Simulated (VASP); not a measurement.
# C7O in VASP: further runs

Runs on C7O. Level: PBE+D3(BJ). Tasks: single point.

All numbers are computed with VASP 6.6.1; they aren't measurements. Logs are shortened: lines on timing, memory, paths and dates and some standing lists are left out, and cuts for length are marked.

**1. The cell of the first run**

The cell holds a slab with vacuum, 8 atoms: a = 2.465 Å, b = 2.465 Å, c = 26.891 Å, α = 90.00°, β = 90.00°, γ = 120.00°.

**2. Single point, PBE+D3(BJ)**

Contents of INCAR:

```
ALGO = Normal
DIPOL = 0.5 0.5 0.508
EDIFF = 1E-6
ENCUT = 1000
GGA = PE
GGA_COMPAT = False
IDIPOL = 3
ISIF = 2
ISMEAR = 0
IVDW = 12
LASPH = True
LCHARG = False
LDIPOL = True
LREAL = False
LWAVE = False
NBANDS = 27
NELM = 120
NELMDL = -8
PREC = Accurate
SIGMA = 0.1
```

Contents of KPOINTS:

```
k-points
0
Gamma
  12 12 1
```

Contents of POSCAR:

```
C7O
1.0
    2.4649634470      0.0000000000      0.0000000000
   -1.2324817235      2.1347209645      0.0000000000
    0.0000000000      0.0000000000     26.8905390229
C O
7 1
Direct
    0.0000000000      0.0000000000      0.3160963099
    0.3333333333      0.6666666667      0.3160963041
    0.0000000000      0.0000000000      0.4414890214
    0.6666666667      0.3333333333      0.4414864027
    0.0000000000      0.0000000000      0.5672732709
    0.3333333333      0.6666666667      0.5672855717
    0.6666666667      0.3333333333      0.6846799326
    0.6666666667      0.3333333333      0.7268572225
```

Potentials or basis: VASP PAW PBE potentials, release 64 (C_h, O_h).

Command:

```bash
> cat potpaw_PBE.64/C_h/POTCAR potpaw_PBE.64/O_h/POTCAR > POTCAR
> mpirun -np 1 vasp_std > vasp.out
```

OUTCAR:

```text
EDIFF = 1E-6
   ENCUT = 1000
   GGA = PE
   ISIF = 2
   ISMEAR = 0
   IVDW = 12
   LASPH = True
   LREAL = False
   NELM = 120
   NELMDL = -8
   PREC = Accurate
 IVDW          = 12

 ion  position               nearest neighbor table
   1  0.000  0.000  0.316-   2 1.42   2 1.42   2 1.42
   2  0.333  0.667  0.316-   1 1.42   1 1.42   1 1.42
   3  0.000  0.000  0.441-   4 1.42   4 1.42   4 1.42
   4  0.667  0.333  0.441-   3 1.42   3 1.42   3 1.42
   5  0.000  0.000  0.567-   6 1.42   6 1.42   6 1.42
   6  0.333  0.667  0.567-   5 1.42   5 1.42   5 1.42
   7  0.667  0.333  0.685-   8 1.13
   8  0.667  0.333  0.727-   7 1.13

  LATTYP: Found a hexagonal cell.
 ALAT       =     2.4649634470
 C/A-ratio  =    10.9091025490

  Lattice vectors:

 A1 = (   2.4649634470,   0.0000000000,   0.0000000000)
 A2 = (  -1.2324817235,   2.1347209645,   0.0000000000)
 A3 = (   0.0000000000,   0.0000000000,  26.8905390229)

Analysis of symmetry for initial positions (statically):
=====================================================================
 Subroutine PRICEL returns:
 Original cell was already a primitive cell.

 Routine SETGRP: Setting up the symmetry group for a
 hexagonal supercell.

 Subroutine GETGRP returns: Found  6 space group operations
 (whereof  6 operations were pure point group operations)
 out of a pool of 24 trial point group operations.

The static configuration has the point symmetry C_3v.

Analysis of symmetry for dynamics (positions and initial velocities):
=====================================================================
 Subroutine PRICEL returns:
 Original cell was already a primitive cell.

 Routine SETGRP: Setting up the symmetry group for a
 hexagonal supercell.

 Subroutine GETGRP returns: Found  6 space group operations
 (whereof  6 operations were pure point group operations)
 out of a pool of 24 trial point group operations.

The dynamic configuration has the point symmetry C_3v.

 Subroutine INISYM returns: Found  6 space group operations
 (whereof  6 operations are pure point group operations),
 and found     1 'primitive' translations

----------------------------------------------------------------------------------------

                                     Primitive cell

  volume of cell :     141.4983

  direct lattice vectors                    reciprocal lattice vectors
     2.464963447  0.000000000  0.000000000     0.405685529  0.234222649  0.000000000
    -1.232481724  2.134720965  0.000000000     0.000000000  0.468445299  0.000000000
     0.000000000  0.000000000 26.890539023     0.000000000  0.000000000  0.037187800

  length of vectors
     2.464963447  2.464963447 26.890539023     0.468445299  0.468445299  0.037187800

  position of ions in fractional coordinates (direct lattice)
     0.000000000  0.000000000  0.316096310
     0.333333333  0.666666667  0.316096304
     0.000000000  0.000000000  0.441489021
     0.666666667  0.333333333  0.441486403
     0.000000000  0.000000000  0.567273271
     0.333333333  0.666666667  0.567285572
     0.666666667  0.333333333  0.684679933
     0.666666667  0.333333333  0.726857223

  ion indices of the primitive-cell ions
   primitive index   ion index
                 1           1
                 2           2
                 3           3
                 4           4
                 5           5
                 6           6
                 7           7
                 8           8

----------------------------------------------------------------------------------------

 KPOINTS: k-points

Automatic generation of k-mesh.
 Grid dimensions read from file:
 generate k-points for:   12   12    1

 Generating k-lattice:

  Cartesian coordinates                     Fractional coordinates (reciprocal lattice)
     0.033807127  0.019518554  0.000000000     0.083333333  0.000000000  0.000000000
     0.000000000  0.039037108  0.000000000     0.000000000  0.083333333  0.000000000
     0.000000000  0.000000000  0.037187800     0.000000000  0.000000000  1.000000000

  Length of vectors
     0.039037108  0.039037108  0.037187800

  Shift w.r.t. Gamma in fractional coordinates (k-lattice)
     0.000000000  0.000000000  0.000000000

 Subroutine IBZKPT returns following result:
 ===========================================

 Found     19 irreducible k-points:

 Following reciprocal coordinates:
            Coordinates               Weight
  0.000000  0.000000  0.000000      1.000000
  0.083333  0.000000  0.000000      6.000000
  0.166667 -0.000000  0.000000      6.000000
  0.250000  0.000000  0.000000      6.000000
  0.333333 -0.000000  0.000000      6.000000
  0.416667  0.000000  0.000000      6.000000
[... 11 lines left out ...]
  0.333333  0.250000  0.000000     12.000000
  0.333333  0.333333  0.000000      2.000000
   k-points           NKPTS =     19   k-points in BZ     NKDIM =     19   number of bands    NBANDS=     27
   number of dos      NEDOS =    301   number of ions     NIONS =      8
   total plane-waves  NPLWV = 219520
   dimension x,y,z NGX =    28 NGY =   28 NGZ =  280
   dimension x,y,z NGXF=    56 NGYF=   56 NGZF=  560
   ions per type =               7   1
   NGX,Y,Z   is equivalent  to a cutoff of  18.88, 18.88, 17.31 a.u.
   NGXF,Y,Z  is equivalent  to a cutoff of  37.77, 37.77, 34.62 a.u.
 SYSTEM =  unknown system
   PREC   = accura    normal or accurate (medium, high low for compatibility)
   ISTART =      0    job   : 0-new  1-cont  2-samecut
   ICHARG =      2    charge: 1-file 2-atom 10-const
   ISPIN  =      1    spin polarized calculation?
   LNONCOLLINEAR =      F non collinear calculations
   LSORBIT =      F    spin-orbit coupling
   LASPH  =      T    aspherical Exc in radial PAW
   ENCUT  = 1000.0 eV  73.50 Ry    8.57 a.u.   6.36  6.36 69.34*2*pi/ulx,y,z
   NELM   =    120;   NELMIN=  2; NELMDL= -8     # of ELM steps
   EDIFF  = 0.1E-05   stopping-criterion for ELM
   LREAL  =      F    real-space projection
[... 7 lines left out ...]
   TEBEG  =    0.0;   TEEND  =   0.0 temperature during run
   PSTRESS=    0.0 pullay stress
   NELECT =      34.0000    total number of electrons
   NUPDOWN=      -1.0000    fix difference up-down
   EMIN   =  10.00;   EMAX   =-10.00  energy-range for DOS
   EFERMI =   0.00;   METHOD = LEGACY
   ISMEAR =     0;   SIGMA  =   0.10  broadening in eV -4-tet -1-fermi 0-gaus
   EFERMI_NEDOS =   21; number of points for ismear=-14 and -15
   IALGO  =     38    algorithm
   IMIX   =      4    mixing-type and parameters
     AMIX     =   0.40;   BMIX     =  1.00
     AMIX_MAG =   1.60;   BMIX_MAG =  1.00
  volume/ion in A,a.u.               =      17.69       119.36
  Fermi-wavevector in a.u.,A,eV,Ry     =   1.017773  1.923311 14.093746  1.035861
  Thomas-Fermi vector in A             =   2.151193
   LORBIT       =      0    0 simple, 1 ext, 2 COOP (PROOUT), +10 PAW based schemes
   GGA     = PE    functional components
   LHFCALC =     F    Hartree Fock is set to
   AEXX    =    0.0000 exact exchange contribution
   IVDW    =    12    specifies the selected vdW correction
   LEPSILON=     F    determine dielectric tensor
   LRPA    =     F    only Hartree local field effects (RPA)
 non-spin polarized calculation
 Gauss-broadening in eV      SIGMA  =   0.10
  energy-cutoff  :     1000.00
  volume of cell :      141.50
 maximum number of plane-waves:     10225
 NGX is ok and might be reduce to    28
   NGX = 13   NGY = 13   NGZ =139

 dipolmoment           0.000000      0.000000     -0.012111 electrons x Angstroem

 number of electron      33.9999999 magnetization

 dipolmoment           0.000000      0.000000      0.044302 electrons x Angstroem

 Free energy of the ion-electron system (eV)
  ---------------------------------------------------
  ext. energy  EPLUGINS =         0.00000000
  ---------------------------------------------------
  free energy    TOTEN  =       -69.02030730 eV

  energy without entropy =      -69.01757867  energy(sigma->0) =      -69.01894298

 E-fermi :   0.0586     XC(G=0):  -5.6736

 val. band max:        0.0502950143   @ k =   0.3333   0.3333   0.0000
 cond. band min:       0.0851651617   @ k =   0.3333   0.3333   0.0000
 fundamental gap:      0.0348701473
 Fermi energy:         0.0586259249

 k-point     1 :       0.0000    0.0000    0.0000
  band No.  band energies     occupation
      1     -25.0518      2.00000
      2     -19.5303      2.00000
      3     -19.3872      2.00000
      4     -19.1530      2.00000
      5     -10.5207      2.00000
      6      -8.1332      2.00000
[... 19 lines left out ...]
     26       8.3828      0.00000
     27       8.4211      0.00000

 k-point     2 :       0.0833    0.0000    0.0000
  band No.  band energies     occupation
      1     -24.9661      2.00000
      2     -19.3654      2.00000
      3     -19.2234      2.00000
      4     -18.9893      2.00000
      5     -10.3955      2.00000
      6      -7.9361      2.00000
[... 19 lines left out ...]
     26       8.4578      0.00000
     27       8.5052      0.00000

 k-point     3 :       0.1667   -0.0000    0.0000
  band No.  band energies     occupation
      1     -24.7237      2.00000
      2     -18.8724      2.00000
      3     -18.7339      2.00000
      4     -18.5000      2.00000
      5     -10.0366      2.00000
      6      -7.3645      2.00000
[... 444 lines left out ...]
      1     -23.4220      2.00000
      2     -13.7915      2.00000
      3     -13.6942      2.00000
      4     -13.4595      2.00000
      5     -11.9166      2.00000
      6     -11.8394      2.00000
[... 19 lines left out ...]
     26      11.8548      0.00000
     27      12.1566      0.00000

 k-point    19 :       0.3333    0.3333    0.0000
  band No.  band energies     occupation
      1     -23.3650      2.00000
      2     -12.5772      2.00000
      3     -12.5459      2.00000
      4     -12.4929      2.00000
      5     -12.4762      2.00000
      6     -12.2494      2.00000
[... 19 lines left out ...]
     26      12.6148      0.00000
     27      12.8716      0.00000

------------------------ aborting loop because EDIFF is reached ----------------------------------------

 vacuum level on the upper side and lower side of the slab       (xc-potential included)         0.630        -0.782

 Edisp (eV)   -1.08729

 E8    (eV) :    -0.3128

  FORCE on cell =-STRESS in cart. coord.  units (eV):
  Direction    XX          YY          ZZ          XY          YZ          ZX
  --------------------------------------------------------------------------------------
  -------------------------------------------------------------------------------------
  Total       4.84165     4.84165     0.01159     0.00000     0.00000     0.00000
  in kB      54.82177    54.82177     0.13122     0.00000     0.00000     0.00000
  external pressure =       36.59 kB  Pullay stress =        0.00 kB

 VOLUME and BASIS-vectors are now :
 -----------------------------------------------------------------------------
  energy-cutoff  :     1000.00
  volume of cell :      141.50
      direct lattice vectors                 reciprocal lattice vectors
     2.464963447  0.000000000  0.000000000     0.405685529  0.234222649  0.000000000
    -1.232481724  2.134720965  0.000000000     0.000000000  0.468445299  0.000000000
     0.000000000  0.000000000 26.890539023     0.000000000  0.000000000  0.037187800

 POSITION                                       TOTAL-FORCE (eV/Angst)
 -----------------------------------------------------------------------------------
      0.00000      0.00000      8.50000         0.000000     -0.000000      0.010654
     -0.00000      1.42315      8.50000         0.000000     -0.000000     -0.011943
      0.00000      0.00000     11.87188         0.000000     -0.000000     -0.002429
      1.23248      0.71157     11.87181         0.000000     -0.000000      0.002393
      0.00000      0.00000     15.25428         0.000000     -0.000000     -0.000292
     -0.00000      1.42315     15.25461         0.000000     -0.000000      0.000017
      1.23248      0.71157     18.41141         0.000000      0.000000     -0.033114
      1.23248      0.71157     19.54558        -0.000000      0.000000      0.034714
 -----------------------------------------------------------------------------------
    total drift:                                0.000000      0.000000      0.000093

  FREE ENERGIE OF THE ION-ELECTRON SYSTEM (eV)
  ---------------------------------------------------
  free  energy   TOTEN  =       -70.1075998647 eV

  energy  without entropy=      -70.1048712322  energy(sigma->0) =      -70.10623555

 vacuum level on the upper side and lower side of the slab         5.819         4.300
```

Wall time 4.3 min (1 thread of Intel Xeon 6975P-C (Granite Rapids), shared host); peak memory 0.56 GiB.

Results:

```yaml
Free_energy: -70.1076 eV
Largest_force: 0.035 eV/Å
Band_gap_on_the_k_mesh: zero (bands 17 and 18 overlap by 0.06 eV)
Dispersion_energy_per_atom: -0.136 eV
```

Forces on the atoms (eV/Å):
```
C    0.000  0.000  0.011
C    0.000  0.000 -0.012
C    0.000  0.000 -0.002
C    0.000  0.000  0.002
C    0.000  0.000  0.000
C    0.000  0.000  0.000
C    0.000  0.000 -0.033
O    0.000  0.000  0.035
```

**3. Single point, PBE+D3(BJ)**

Contents of INCAR:

```
PREC = Accurate ; ENCUT = 1000
EDIFF = 1E-6 ; ISMEAR = 0
SIGMA = 0.1 ; LREAL = False
LASPH = True ; NELM = 120
ALGO = Normal ; ISIF = 2
LWAVE = False ; LCHARG = False
LDIPOL = True ; IDIPOL = 3
DIPOL = 0.5 0.5 0.510 ; GGA = PE
IVDW = 12 ; NBANDS = 27
GGA_COMPAT = False ; NELMDL = -8
```

Contents of KPOINTS:

```
regular mesh
0
Gamma
  12 12 1
```

Contents of POSCAR:

```
C7O
1.0
    2.4649634470      0.0000000000      0.0000000000
   -1.2324817235      2.1347209645      0.0000000000
    0.0000000000      0.0000000000     26.8905390229
C O
7 1
Direct
    0.0000000000      0.0000000000      0.3160963099
    0.3333333333      0.6666666667      0.3160963041
    0.0000000000      0.0000000000      0.4411168607
    0.6666666667      0.3333333333      0.4411202422
    0.0000000000      0.0000000000      0.5670040988
    0.3333333333      0.6666666667      0.5669768560
    0.0000000000      0.0000000000      0.6938420695
    0.0000000000      0.0000000000      0.7360207313
```

Potentials or basis: VASP PAW PBE potentials, release 64 (C_h, O_h).

Command:

```bash
> cat potpaw_PBE.64/C_h/POTCAR potpaw_PBE.64/O_h/POTCAR > POTCAR
> mpirun -np 1 vasp_std > vasp.out
```

Wall time 13 min (1 thread of Intel Xeon Platinum 8259CL at 2.50GHz (Skylake/Cascade Lake), shared host); peak memory 0.56 GiB.

It converged, with:

```
Free energy                : -70.0874 eV
Largest force              : 0.029 eV/Å
Band gap on the k mesh     : zero (bands 17 and 18 overlap by 0.08 eV)
Dispersion energy per atom : -0.133 eV
```

Forces on the atoms (eV/Å):
```
C    0.000  0.000  0.010
C    0.000  0.000 -0.014
C    0.000  0.000  0.000
C    0.000  0.000  0.002
C    0.000  0.000 -0.016
C    0.000  0.000  0.018
C    0.000  0.000 -0.029
O    0.000  0.000  0.029
```

Levels at points of the mesh, in eV from the Fermi level:
```csv
k point,band 13,band 14,band 15,band 16,band 17,band 18,band 19,band 20,band 21,band 22
"(0.00, 0.00, 0.00)",-3.05,-2.99,-2.99,-2.74,-2.74,3.57,4.87,5.35,5.61,6.67
"(0.50, 0.00, 0.00)",-4.96,-3.01,-2.57,-2.23,-1.91,-0.05,1.56,1.83,2.18,5.63
```

The gap in the log of VASP goes by the Fermi energy; the results here count the filled bands.